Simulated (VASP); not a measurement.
# TaN (Fm-3m) in VASP: further runs, part 2 of 3

VASP 6.6.1. Earlier steps stand in the parts before.

## (4) Relaxation of cell and atoms, PBE+D3(BJ)

This run uses another cell than the first one, of 10.81 Å³/atom.

File INCAR:

```
  PREC = Accurate
  ENCUT = 600
  EDIFF = 1E-6
  ISMEAR = -1
  SIGMA = 0.05
  LREAL = F
  LASPH = T
  NELM = 100
  ALGO = Normal
  ISIF = 3
  LWAVE = F
  LCHARG = F
  GGA = PE
  IVDW = 12
  IBRION = 2
  NSW = 80
  EDIFFG = -0.01
```

File KPOINTS:

```
Automatic mesh
0
Gamma
  10 10 10
```

File POSCAR:

```
TaN
1.0
    0.0000000000      2.2113230000      2.2113230000
    2.2113230000      0.0000000000      2.2113230000
    2.2113230000      2.2113230000      0.0000000000
Ta N
1 1
Direct
    0.5000000000      0.5000000000      0.5000000000
    0.0000000000      0.0000000000      0.0000000000
```

Launch:

```
> cat potpaw_PBE.64/Ta_pv/POTCAR potpaw_PBE.64/N/POTCAR > POTCAR
> mpirun -np 1 vasp_std > vasp.out
```

Run time: 69 s. Hardware: 1 thread of Intel Xeon 8259CL, shared host; peak memory 0.18 GiB.

Results (log left out):

```yaml
Free_energy: -22.7854 eV
Relaxed_volume: 10.56 Å³/atom
Relaxed_cell: a = 3.103 Å, b = 3.103 Å, c = 3.103 Å, α = 60.00°, β = 60.00°, γ = 60.00°
Space_group_after_relaxing_to_0.1_Å: Fm-3m (No. 225)
Energy_gained_by_relaxing: 6.4 meV/atom
Ionic_steps: 3
Pressure_after_relaxing: -0.1 GPa
Band_gap_on_the_k_mesh: zero (bands 8 and 9 overlap by 4.04 eV)
Dispersion_energy_per_atom: -0.476 eV
```

The path:
```
step  energy change (eV)  largest force (eV/Å)  pressure (GPa)  volume (Å³)
   1              0.0000                0.0000           -7.88        21.63
   2              0.0578                0.0000           21.36        20.00
   3             -0.0128                0.0000           -0.13        21.13
```

Final structure:
```cif
data_structure
_symmetry_space_group_name_H-M 'P 1'
_symmetry_Int_Tables_number 1
_cell_length_a 3.1030
_cell_length_b 3.1030
_cell_length_c 3.1030
_cell_angle_alpha 60.000
_cell_angle_beta 60.000
_cell_angle_gamma 60.000
_cell_volume 21.13
loop_
_atom_site_label
_atom_site_type_symbol
_atom_site_fract_x
_atom_site_fract_y
_atom_site_fract_z
_atom_site_occupancy
Ta1 Ta 0.50000 0.50000 0.50000 1
N1 N 0.00000 0.00000 0.00000 1
```

Levels at points of the mesh, in eV from the Fermi level:
| k point | band 6 | band 7 | band 8 | band 9 | band 10 | band 11 |
| --- | --- | --- | --- | --- | --- | --- |
| (0.00, 0.00, 0.00) | -3.86 | -3.86 | -2.16 | -2.16 | -2.16 | 0.03 |
| (0.50, 0.00, 0.00) | -7.65 | -7.65 | 1.89 | 1.89 | 1.99 | 3.82 |
| (0.50, 0.50, 0.00) | -5.54 | -4.67 | -4.67 | 2.10 | 3.55 | 3.55 |

Caveat: spin-orbit coupling is left out, which moves the levels of the heavy elements.

## (5) Relaxation of cell and atoms, BLYP

This run uses another cell than the first one, of 10.81 Å³/atom.

File INCAR:

```
SYSTEM = TaN
PREC = Accurate
ENCUT = 600
EDIFF = 1E-7
ISMEAR = -1
SIGMA = 0.05
LREAL = .FALSE.
LASPH = .TRUE.
NELM = 80
ALGO = Normal
ISIF = 3
LWAVE = .FALSE.
LCHARG = .FALSE.
GGA = B5
ALDAX = 1.0
AGGAX = 1.0
AGGAC = 1.0
ALDAC = 0.0
IBRION = 2
NSW = 80
EDIFFG = -0.01
```

File KPOINTS:

```
regular mesh
0
G
  10 10 10
  0 0 0
```

POSCAR is that of step 4.

Potentials or basis: VASP PAW PBE potentials, release 64 (Ta_pv, N).

Launch:

```
> cat potpaw_PBE.64/Ta_pv/POTCAR potpaw_PBE.64/N/POTCAR > POTCAR
> mpirun -np 1 vasp_std > vasp.out
```

OUTCAR:

```text
SYSTEM = TaN
   PREC = Accurate
   ENCUT = 600
   EDIFF = 1E-7
   ISMEAR = -1
   LREAL = .FALSE.
   LASPH = .TRUE.
   NELM = 80
   ISIF = 3
   GGA = B5
   IBRION = 2
   NSW = 80
   EDIFFG = -0.01

 ion  position               nearest neighbor table
   1  0.500  0.500  0.500-   2 2.21   2 2.21   2 2.21   2 2.21   2 2.21   2 2.21
   2  0.000  0.000  0.000-   1 2.21   1 2.21   1 2.21   1 2.21   1 2.21   1 2.21

  LATTYP: Found a face centered cubic cell.
 ALAT       =     4.4226460000

  Lattice vectors:

 A1 = (   0.0000000000,   2.2113230000,   2.2113230000)
 A2 = (   2.2113230000,   0.0000000000,   2.2113230000)
 A3 = (   2.2113230000,   2.2113230000,   0.0000000000)

Analysis of symmetry for initial positions (statically):
=====================================================================
 Subroutine PRICEL returns:
 Original cell was already a primitive cell.

 Routine SETGRP: Setting up the symmetry group for a
 face centered cubic supercell.

 Subroutine GETGRP returns: Found 48 space group operations
 (whereof 48 operations were pure point group operations)
 out of a pool of 48 trial point group operations.

The static configuration has the point symmetry O_h .

Analysis of symmetry for dynamics (positions and initial velocities):
=====================================================================
 Subroutine PRICEL returns:
 Original cell was already a primitive cell.

 Routine SETGRP: Setting up the symmetry group for a
 face centered cubic supercell.

 Subroutine GETGRP returns: Found 48 space group operations
 (whereof 48 operations were pure point group operations)
 out of a pool of 48 trial point group operations.

The dynamic configuration has the point symmetry O_h .

 Subroutine INISYM returns: Found 48 space group operations
 (whereof 48 operations are pure point group operations),
 and found     1 'primitive' translations

----------------------------------------------------------------------------------------

                                     Primitive cell

  volume of cell :      21.6265

  direct lattice vectors                    reciprocal lattice vectors
     0.000000000  2.211323000  2.211323000    -0.226108985  0.226108985  0.226108985
     2.211323000  0.000000000  2.211323000     0.226108985 -0.226108985  0.226108985
     2.211323000  2.211323000  0.000000000     0.226108985  0.226108985 -0.226108985

  length of vectors
     3.127282977  3.127282977  3.127282977     0.391632251  0.391632251  0.391632251

  position of ions in fractional coordinates (direct lattice)
     0.500000000  0.500000000  0.500000000
     0.000000000  0.000000000  0.000000000

  ion indices of the primitive-cell ions
   primitive index   ion index
                 1           1
                 2           2

----------------------------------------------------------------------------------------

 KPOINTS: regular mesh

Automatic generation of k-mesh.
 Grid dimensions read from file:
 generate k-points for:   10   10   10

[... 46 lines left out ...]
   number of dos      NEDOS =    301   number of ions     NIONS =      2
   total plane-waves  NPLWV =  21952
   dimension x,y,z NGX =    28 NGY =   28 NGZ =   28
   dimension x,y,z NGXF=    56 NGYF=   56 NGZF=   56
   ions per type =               1   1
   NGX,Y,Z   is equivalent  to a cutoff of  14.88, 14.88, 14.88 a.u.
   NGXF,Y,Z  is equivalent  to a cutoff of  29.77, 29.77, 29.77 a.u.
 SYSTEM =  TaN
   PREC   = accura    normal or accurate (medium, high low for compatibility)
   ISTART =      0    job   : 0-new  1-cont  2-samecut
   ICHARG =      2    charge: 1-file 2-atom 10-const
   ISPIN  =      1    spin polarized calculation?
   LNONCOLLINEAR =      F non collinear calculations
   LSORBIT =      F    spin-orbit coupling
   LASPH  =      T    aspherical Exc in radial PAW
   ENCUT  =  600.0 eV  44.10 Ry    6.64 a.u.   6.25  6.25  6.25*2*pi/ulx,y,z
   NELM   =     80;   NELMIN=  2; NELMDL= -5     # of ELM steps
   EDIFF  = 0.1E-06   stopping-criterion for ELM
   LREAL  =      F    real-space projection
   EDIFFG = -.1E-01   stopping-criterion for IOM
   NSW    =     80    number of steps for IOM
   IBRION =      2    ionic relax: 0-MD 1-quasi-New 2-CG
   NFREE  =      1    steps in history (QN), initial steepest desc. (CG)
   ISIF   =      3    stress and relaxation
   ISYM   =      2    0-nonsym 1-usesym 2-fastsym
   POTIM  = 0.5000    time-step for ionic-motion
   TEBEG  =    0.0;   TEEND  =   0.0 temperature during run
   PSTRESS=    0.0 pullay stress
   NELECT =      16.0000    total number of electrons
   NUPDOWN=      -1.0000    fix difference up-down
   EMIN   =  10.00;   EMAX   =-10.00  energy-range for DOS
   EFERMI =   0.00;   METHOD = LEGACY
   ISMEAR =    -1;   SIGMA  =   0.05  broadening in eV -4-tet -1-fermi 0-gaus
   EFERMI_NEDOS =   21; number of points for ismear=-14 and -15
   IALGO  =     38    algorithm
   IMIX   =      4    mixing-type and parameters
     AMIX     =   0.40;   BMIX     =  1.00
     AMIX_MAG =   1.60;   BMIX_MAG =  1.00
  volume/ion in A,a.u.               =      10.81        72.97
  Fermi-wavevector in a.u.,A,eV,Ry     =   1.480651  2.798024 29.828417  2.192327
  Thomas-Fermi vector in A             =   2.594659
   LORBIT       =      0    0 simple, 1 ext, 2 COOP (PROOUT), +10 PAW based schemes
   GGA     = B5    functional components
   LHFCALC =     F    Hartree Fock is set to
   AEXX    =    0.0000 exact exchange contribution
   IVDW    =     0    specifies the selected vdW correction
   LEPSILON=     F    determine dielectric tensor
   LRPA    =     F    only Hartree local field effects (RPA)
 conjugate gradient relaxation of ions
 non-spin polarized calculation
  energy-cutoff  :      600.00
  volume of cell :       21.63
 maximum number of plane-waves:       740
 NGX is ok and might be reduce to    28
   NGX = 13   NGY = 13   NGZ = 13

--------------------------------------- Ionic step        1  -------------------------------------------

 number of electron      15.9999999 magnetization

 Free energy of the ion-electron system (eV)
  ---------------------------------------------------
  ext. energy  EPLUGINS =         0.00000000
  ---------------------------------------------------
  free energy    TOTEN  =       -19.82962698 eV

  energy without entropy =      -19.82296600  energy(sigma->0) =      -19.82629649

------------------------ aborting loop because EDIFF is reached ----------------------------------------

  FORCE on cell =-STRESS in cart. coord.  units (eV):
  Direction    XX          YY          ZZ          XY          YZ          ZX
  --------------------------------------------------------------------------------------
  -------------------------------------------------------------------------------------
  Total        1.6337386      1.6337386      1.6337386      0.0000000      0.0000000      0.0000000
  in kB      121.0337864    121.0337864    121.0337864      0.0000000      0.0000000      0.0000000
  external PRESSURE =     121.0337864 kB  Pullay stress =       0.0000000 kB
[... 95 lines left out ...]
--------------------------------------- Ionic step        4  -------------------------------------------

 number of electron      16.0000001 magnetization

 Free energy of the ion-electron system (eV)
  ---------------------------------------------------
  ext. energy  EPLUGINS =         0.00000000
  ---------------------------------------------------
  free energy    TOTEN  =       -19.85963517 eV

  energy without entropy =      -19.85258747  energy(sigma->0) =      -19.85611132

 E-fermi :   9.4613     XC(G=0): -12.4507

 val. band max:        9.3882094738   @ k =  -0.2000   0.2000   0.0000
 cond. band min:       9.4835650103   @ k =   0.0000   0.0000   0.0000
 fundamental gap:      0.0953555364
 Fermi energy:         9.4613184350

 k-point     1 :       0.0000    0.0000    0.0000
  band No.  band energies     occupation
      1     -26.3498      2.00000
      2     -26.3498      2.00000
      3     -26.3498      2.00000
      4      -8.8517      2.00000
      5       5.7702      2.00000
      6       5.7702      2.00000
      7       5.7702      2.00000
      8       7.4863      2.00000
      9       7.4863      2.00000
     10       7.4863      2.00000
     11       9.4836      0.78113
     12       9.4836      0.78111
[... 331 lines left out ...]
 k-point    24 :       0.4000    0.3000    0.0000
  band No.  band energies     occupation
      1     -26.8454      2.00000
      2     -26.5488      2.00000
      3     -26.5280      2.00000
      4      -7.4437      2.00000
      5       1.8933      2.00000
      6       3.8945      2.00000
      7       4.4628      2.00000
      8       5.8581      2.00000
      9      11.3969      0.00000
     10      12.0156      0.00000
     11      12.0941      0.00000
     12      12.9662      0.00000

 [... further k-points ...]
[... 5 lines left out ...]
  --------------------------------------------------------------------------------------
  -------------------------------------------------------------------------------------
  Total       -0.0022242     -0.0022242     -0.0022242     -0.0000000     -0.0000000      0.0000000
  in kB       -0.1587398     -0.1587398     -0.1587398     -0.0000000     -0.0000000      0.0000000
  external PRESSURE =      -0.1587398 kB  Pullay stress =       0.0000000 kB
[... 17 lines left out ...]
  FREE ENERGIE OF THE ION-ELECTRON SYSTEM (eV)
  ---------------------------------------------------
  free  energy   TOTEN  =       -19.8596351735 eV

  energy  without entropy=      -19.8525874723  energy(sigma->0) =      -19.85611132

 reached required accuracy - stopping structural energy minimisation
```

OSZICAR:

```text
N       E                     dE             d eps       ncg     rms          rms(c)
DAV:   1     0.104330877248E+03    0.10433E+03   -0.10231E+04  1128   0.159E+03
DAV:   2    -0.187733986620E+02   -0.12310E+03   -0.11563E+03  1256   0.373E+02
[... 35 lines left out ...]
DAV:   1    -0.198597005354E+02   -0.86713E-04   -0.22321E-03  1132   0.605E-01    0.816E-02
DAV:   2    -0.198596479526E+02    0.52583E-04   -0.73569E-05  1192   0.971E-02    0.325E-02
DAV:   3    -0.198596346174E+02    0.13335E-04   -0.42365E-05  1280   0.731E-02    0.642E-03
DAV:   4    -0.198596348795E+02   -0.26212E-06   -0.41043E-07  1336   0.741E-03    0.348E-03
DAV:   5    -0.198596351444E+02   -0.26486E-06   -0.83744E-08   824   0.315E-03    0.507E-04
DAV:   6    -0.198596351735E+02   -0.29118E-07   -0.13321E-08   576   0.990E-04
   4 F= -.19859635E+02 E0= -.19856111E+02  d E =-.300082E-01
```

CONTCAR:

```text
TaN
   1.00000000000000
     0.0000000000000000    2.2390066850775274    2.2390066850775274
     2.2390066850775274    0.0000000000000000    2.2390066850775274
     2.2390066850775274    2.2390066850775274    0.0000000000000000
  Ta              N
     1     1
Direct
     0.5000000000000000    0.5000000000000000    0.5000000000000000
     0.0000000000000000    0.0000000000000000    0.0000000000000000

  0.00000000E+00  0.00000000E+00  0.00000000E+00
  0.00000000E+00  0.00000000E+00  0.00000000E+00
```

Wall time 2.4 min (1 thread of Intel Xeon 8259CL, shared host); peak memory 0.17 GiB.

Results:

| Quantity | Value |
| --- | --- |
| Free energy | -19.8596 eV |
| Relaxed volume | 11.22 Å³/atom |
| Relaxed cell | a = 3.166 Å, b = 3.166 Å, c = 3.166 Å, α = 60.00°, β = 60.00°, γ = 60.00° |
| Space group after relaxing (to 0.1 Å) | Fm-3m (No. 225) |
| Energy gained by relaxing | 15.0 meV/atom |
| Ionic steps | 4 |
| Pressure after relaxing | 0.0 GPa |
| Band gap on the k mesh | zero (bands 8 and 9 overlap by 3.60 eV) |

Step by step:
| step | energy change (eV) | largest force (eV/Å) | pressure (GPa) | volume (Å³) |
| --- | --- | --- | --- | --- |
| 1 | 0.0000 | 0.0000 | 12.10 | 21.63 |
| 2 | 0.0912 | 0.0000 | -19.65 | 24.29 |
| 3 | -0.0300 | 0.0000 | -0.30 | 22.47 |
| 4 | -0.0300 | 0.0000 | -0.02 | 22.45 |

Final structure:
```xyz
2
Lattice="0.0000 2.2390 2.2390 2.2390 0.0000 2.2390 2.2390 2.2390 0.0000" Properties=species:S:1:pos:R:3 pbc="T T T"
Ta    2.2390    2.2390    2.2390
N     0.0000    0.0000    0.0000
```

Caveat: the PAW data sets were made with another functional, which shifts forces and pressure a little; spin-orbit coupling is left out, which moves the levels of the heavy elements.

[end of part 2 of 3]
